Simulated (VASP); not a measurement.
# Ba in VASP: further runs

Ba is run at these levels: PBE; tasks: single point.

Program: VASP 6.6.1. These are calculated values, not measurements. Logs are shortened: lines on timing, memory, paths and dates and some standing lists are left out, and cuts for length are marked.

## 1. The cell of the first run

The structure is tetragonal, space group I4/mmm (No. 139). Conventional cell: a = 4.812 Å, b = 4.812 Å, c = 5.262 Å, α = 90.00°, β = 90.00°, γ = 90.00°. Ba (site symmetry 4/mmm) has 14 Ba at 4.30 to 5.26 Å within 5.6 Å.

## 2. Single point, PBE (strained)

The input, INCAR:

```
ALGO = Normal
EDIFF = 1E-7
ENCUT = 520
GGA = PE
ISIF = 2
ISMEAR = 0
LASPH = True
LCHARG = False
LREAL = False
LWAVE = False
NBANDS = 11
NELM = 100
PREC = Accurate
SIGMA = 0.1
```

The input, KPOINTS:

```
k-points
0
Gamma
  12 12 12
```

The input, POSCAR:

```
Ba
1.0
   -2.4061750000      2.6311750000      2.4061750000
    2.4061750000     -2.6311750000      2.4061750000
    2.4061750000      2.6311750000     -2.4061750000
Ba
1
Direct
    0.0000000000      0.0000000000      0.0000000000
```

Potentials or basis: VASP PAW PBE potentials, release 64 (Ba_sv).

Run with:

```console
> cat potpaw_PBE.64/Ba_sv/POTCAR > POTCAR
> mpirun -np 1 vasp_std > vasp.out
```

OUTCAR:

```text
EDIFF = 1E-7
   ENCUT = 520
   GGA = PE
   ISIF = 2
   ISMEAR = 0
   LASPH = True
   LREAL = False
   NELM = 100
   PREC = Accurate

 ion  position               nearest neighbor table
   1  0.000  0.000  0.000-

  LATTYP: Found a body centered tetragonal cell.
 ALAT       =     4.8123500000
 C/A-ratio  =     1.0935094081

  Lattice vectors:

 A1 = (  -2.4061750000,  -2.6311750000,   2.4061750000)
 A2 = (   2.4061750000,  -2.6311750000,  -2.4061750000)
 A3 = (   2.4061750000,   2.6311750000,   2.4061750000)

Analysis of symmetry for initial positions (statically):
=====================================================================
 Subroutine PRICEL returns:
 Original cell was already a primitive cell.

 Routine SETGRP: Setting up the symmetry group for a
 body centered tetragonal supercell.

 Subroutine GETGRP returns: Found 16 space group operations
 (whereof 16 operations were pure point group operations)
 out of a pool of 16 trial point group operations.

The static configuration has the point symmetry D_4h.

Analysis of symmetry for dynamics (positions and initial velocities):
=====================================================================
 Subroutine PRICEL returns:
 Original cell was already a primitive cell.

 Routine SETGRP: Setting up the symmetry group for a
 body centered tetragonal supercell.

 Subroutine GETGRP returns: Found 16 space group operations
 (whereof 16 operations were pure point group operations)
 out of a pool of 16 trial point group operations.

The dynamic configuration has the point symmetry D_4h.

 Subroutine INISYM returns: Found 16 space group operations
 (whereof 16 operations are pure point group operations),
 and found     1 'primitive' translations

----------------------------------------------------------------------------------------

                                     Primitive cell

  volume of cell :      60.9346

  direct lattice vectors                    reciprocal lattice vectors
    -2.406175000  2.631175000  2.406175000     0.000000000  0.190029169  0.207798685
     2.406175000 -2.631175000  2.406175000     0.207798685  0.000000000  0.207798685
     2.406175000  2.631175000 -2.406175000     0.207798685  0.190029169  0.000000000

  length of vectors
     4.301446052  4.301446052  4.301446052     0.281587249  0.293871718  0.281587249

  position of ions in fractional coordinates (direct lattice)
     0.000000000  0.000000000  0.000000000

  ion indices of the primitive-cell ions
   primitive index   ion index
                 1           1

----------------------------------------------------------------------------------------

 KPOINTS: k-points

Automatic generation of k-mesh.
 Grid dimensions read from file:
 generate k-points for:   12   12   12

 Generating k-lattice:

  Cartesian coordinates                     Fractional coordinates (reciprocal lattice)
     0.000000000  0.015835764  0.017316557     0.083333333 -0.000000000  0.000000000
     0.017316557  0.000000000  0.017316557     0.000000000  0.083333333  0.000000000
     0.017316557  0.015835764  0.000000000     0.000000000 -0.000000000  0.083333333

  Length of vectors
     0.023465604  0.024489310  0.023465604

  Shift w.r.t. Gamma in fractional coordinates (k-lattice)
     0.000000000  0.000000000  0.000000000

 Subroutine IBZKPT returns following result:
 ===========================================

 Found    163 irreducible k-points:

 Following reciprocal coordinates:
            Coordinates               Weight
  0.000000  0.000000  0.000000      1.000000
  0.083333 -0.000000  0.000000      8.000000
  0.166667  0.000000 -0.000000      8.000000
  0.250000  0.000000 -0.000000      8.000000
  0.333333  0.000000 -0.000000      8.000000
  0.416667 -0.000000  0.000000      8.000000
[... 16 lines left out ...]
  0.333333  0.166667  0.000000     16.000000
  0.416667  0.166667  0.000000     16.000000
 [... further k-points ...]
   k-points           NKPTS =    163   k-points in BZ     NKDIM =    163   number of bands    NBANDS=     11
   number of dos      NEDOS =    301   number of ions     NIONS =      1
   total plane-waves  NPLWV =  32768
   dimension x,y,z NGX =    32 NGY =   32 NGZ =   32
   dimension x,y,z NGXF=    64 NGYF=   64 NGZF=   64
   ions per type =               1
   NGX,Y,Z   is equivalent  to a cutoff of  12.37, 12.37, 12.37 a.u.
   NGXF,Y,Z  is equivalent  to a cutoff of  24.74, 24.74, 24.74 a.u.
 SYSTEM =  unknown system
   PREC   = accura    normal or accurate (medium, high low for compatibility)
   ISTART =      0    job   : 0-new  1-cont  2-samecut
   ICHARG =      2    charge: 1-file 2-atom 10-const
   ISPIN  =      1    spin polarized calculation?
   LNONCOLLINEAR =      F non collinear calculations
   LSORBIT =      F    spin-orbit coupling
   LASPH  =      T    aspherical Exc in radial PAW
   ENCUT  =  520.0 eV  38.22 Ry    6.18 a.u.   8.00  8.00  8.00*2*pi/ulx,y,z
   NELM   =    100;   NELMIN=  2; NELMDL= -5     # of ELM steps
   EDIFF  = 0.1E-06   stopping-criterion for ELM
   LREAL  =      F    real-space projection
   EDIFFG = 0.1E-05   stopping-criterion for IOM
   NSW    =      0    number of steps for IOM
   IBRION =     -1    ionic relax: 0-MD 1-quasi-New 2-CG
   NFREE  =      0    steps in history (QN), initial steepest desc. (CG)
   ISIF   =      2    stress and relaxation
   ISYM   =      2    0-nonsym 1-usesym 2-fastsym
   POTIM  = 0.5000    time-step for ionic-motion
   TEBEG  =    0.0;   TEEND  =   0.0 temperature during run
   PSTRESS=    0.0 pullay stress
   NELECT =      10.0000    total number of electrons
   NUPDOWN=      -1.0000    fix difference up-down
   EMIN   =  10.00;   EMAX   =-10.00  energy-range for DOS
   EFERMI =   0.00;   METHOD = LEGACY
   ISMEAR =     0;   SIGMA  =   0.10  broadening in eV -4-tet -1-fermi 0-gaus
   EFERMI_NEDOS =   21; number of points for ismear=-14 and -15
   IALGO  =     38    algorithm
   IMIX   =      4    mixing-type and parameters
     AMIX     =   0.40;   BMIX     =  1.00
     AMIX_MAG =   1.60;   BMIX_MAG =  1.00
  volume/ion in A,a.u.               =      60.93       411.21
  Fermi-wavevector in a.u.,A,eV,Ry     =   0.896300  1.693762 10.930293  0.803354
  Thomas-Fermi vector in A             =   2.018741
   LORBIT       =      0    0 simple, 1 ext, 2 COOP (PROOUT), +10 PAW based schemes
   GGA     = PE    functional components
   LHFCALC =     F    Hartree Fock is set to
   AEXX    =    0.0000 exact exchange contribution
   IVDW    =     0    specifies the selected vdW correction
   LEPSILON=     F    determine dielectric tensor
   LRPA    =     F    only Hartree local field effects (RPA)
 non-spin polarized calculation
 Gauss-broadening in eV      SIGMA  =   0.10
  energy-cutoff  :      520.00
  volume of cell :       60.93
 maximum number of plane-waves:      1676
   NGX = 15   NGY = 15   NGZ = 15

 number of electron      10.0000000 magnetization

 Free energy of the ion-electron system (eV)
  ---------------------------------------------------
  ext. energy  EPLUGINS =         0.00000000
  ---------------------------------------------------
  free energy    TOTEN  =        -1.90350403 eV

  energy without entropy =       -1.89713804  energy(sigma->0) =       -1.90032103

 E-fermi :   1.7680     XC(G=0):  -7.5157

 val. band max:        1.7675544583   @ k =  -0.3333   0.3333   0.3333
 cond. band min:       1.7683401716   @ k =  -0.3333   0.5000   0.1667
 fundamental gap:      0.0007857132
 Fermi energy:         1.7679598084

 k-point     1 :       0.0000    0.0000    0.0000
  band No.  band energies     occupation
      1     -27.0699      2.00000
      2     -12.0012      2.00000
      3     -11.9992      2.00000
      4     -11.9992      2.00000
      5      -1.0076      2.00000
      6       3.4871      0.00000
      7       3.4871      0.00000
      8       4.0110      0.00000
      9       4.6637      0.00000
     10       5.4193      0.00000
     11       8.3742      0.00000

 k-point     2 :       0.0833   -0.0000    0.0000
  band No.  band energies     occupation
      1     -27.0666      2.00000
      2     -12.0374      2.00000
      3     -12.0093      2.00000
      4     -12.0003      2.00000
      5      -0.8757      2.00000
      6       3.4371      0.00000
      7       3.4985      0.00000
      8       4.0277      0.00000
      9       4.5570      0.00000
     10       5.3347      0.00000
     11       8.6687      0.00000

 k-point     3 :       0.1667    0.0000   -0.0000
  band No.  band energies     occupation
      1     -27.0577      2.00000
      2     -12.1369      2.00000
      3     -12.0367      2.00000
      4     -12.0005      2.00000
      5      -0.5078      2.00000
      6       3.2111      0.00000
      7       3.3648      0.00000
      8       4.2991      0.00000
      9       4.4756      0.00000
     10       5.2166      0.00000
     11       9.0815      0.00000

 k-point     4 :       0.2500    0.0000   -0.0000
  band No.  band energies     occupation
      1     -27.0455      2.00000
      2     -12.2680      2.00000
      3     -12.0736      2.00000
      4     -12.0008      2.00000
      5       0.0068      2.00000
      6       2.8846      0.00000
      7       3.1084      0.00000
      8       4.5819      0.00000
      9       4.8912      0.00000
     10       5.2029      0.00000
     11       8.8247      0.00000
[... 239 lines left out ...]
 k-point    22 :       0.2500    0.1667   -0.0000
  band No.  band energies     occupation
      1     -27.0274      2.00000
      2     -12.3979      2.00000
      3     -12.1434      2.00000
      4     -12.0468      2.00000
      5       0.8816      2.00000
      6       2.4423      0.00000
      7       2.7627      0.00000
      8       4.5760      0.00000
      9       5.7862      0.00000
     10       6.0155      0.00000
     11       8.6569      0.00000

 k-point    23 :       0.3333    0.1667    0.0000
  band No.  band energies     occupation
      1     -27.0199      2.00000
      2     -12.4542      2.00000
      3     -12.1845      2.00000
      4     -12.0459      2.00000
      5       1.1787      2.00000
      6       2.4239      0.00000
      7       2.7613      0.00000
      8       4.6387      0.00000
      9       5.8305      0.00000
     10       6.7967      0.00000
     11       8.0027      0.00000

 k-point    24 :       0.4167    0.1667    0.0000
  band No.  band energies     occupation
      1     -27.0175      2.00000
      2     -12.4708      2.00000
      3     -12.2018      2.00000
      4     -12.0417      2.00000
      5       1.2462      2.00000
      6       2.5184      0.00000
      7       2.7388      0.00000
      8       4.6387      0.00000
      9       5.7182      0.00000
     10       7.3463      0.00000
     11       7.6453      0.00000

 [... further k-points ...]

------------------------ aborting loop because EDIFF is reached ----------------------------------------

  FORCE on cell =-STRESS in cart. coord.  units (eV):
  Direction    XX          YY          ZZ          XY          YZ          ZX
  --------------------------------------------------------------------------------------
  -------------------------------------------------------------------------------------
  Total        0.2003180      0.0779832      0.2003180      0.0000000      0.0000000      0.0000000
  in kB        5.2670378      2.0504408      5.2670378      0.0000000      0.0000000      0.0000000
  external PRESSURE =       4.1948388 kB  Pullay stress =       0.0000000 kB

 VOLUME and BASIS-vectors are now :
 -----------------------------------------------------------------------------
  energy-cutoff  :      520.00
  volume of cell :       60.93
      direct lattice vectors                 reciprocal lattice vectors
    -2.406175000  2.631175000  2.406175000     0.000000000  0.190029169  0.207798685
     2.406175000 -2.631175000  2.406175000     0.207798685  0.000000000  0.207798685
     2.406175000  2.631175000 -2.406175000     0.207798685  0.190029169  0.000000000

 POSITION                                       TOTAL-FORCE (eV/Angst)
 -----------------------------------------------------------------------------------
      0.00000      0.00000      0.00000         0.000000      0.000000      0.000000
 -----------------------------------------------------------------------------------
    total drift:                               -0.000000      0.000000      0.000000

  FREE ENERGIE OF THE ION-ELECTRON SYSTEM (eV)
  ---------------------------------------------------
  free  energy   TOTEN  =        -1.9035040322 eV

  energy  without entropy=       -1.8971380364  energy(sigma->0) =       -1.90032103
```

Run time: 24 s. Hardware: 1 thread of Intel Xeon Platinum 8481C at 2.70GHz (Sapphire Rapids), shared host; peak memory 0.25 GiB.

What came out:

- Free energy: -1.9035 eV
- Pressure: 0.4 GPa
- Band gap on the k mesh: zero (bands 5 and 6 overlap by 0.89 eV)

Levels at points of the mesh, in eV from the Fermi level:
```tsv
k point	band 1	band 2	band 3	band 4	band 5	band 6	band 7	band 8	band 9	band 10
(0.00, 0.00, 0.00)	-28.84	-13.77	-13.77	-13.77	-2.78	1.72	1.72	2.24	2.90	3.65
(0.50, 0.00, 0.00)	-28.79	-14.28	-13.91	-13.77	-0.93	0.89	1.26	2.87	3.97	5.29
(0.00, 0.50, 0.00)	-28.79	-14.27	-13.95	-13.80	-0.90	0.34	1.55	3.79	4.16	5.46
(0.50, 0.50, 0.50)	-28.75	-14.18	-14.09	-14.09	-0.68	-0.52	3.87	4.77	4.85	4.85
```

Caveat: the cell differs from its parent crystal (strained); spin-orbit coupling is left out, which moves the levels of the heavy elements.

(Continued in part 2 of 2.)
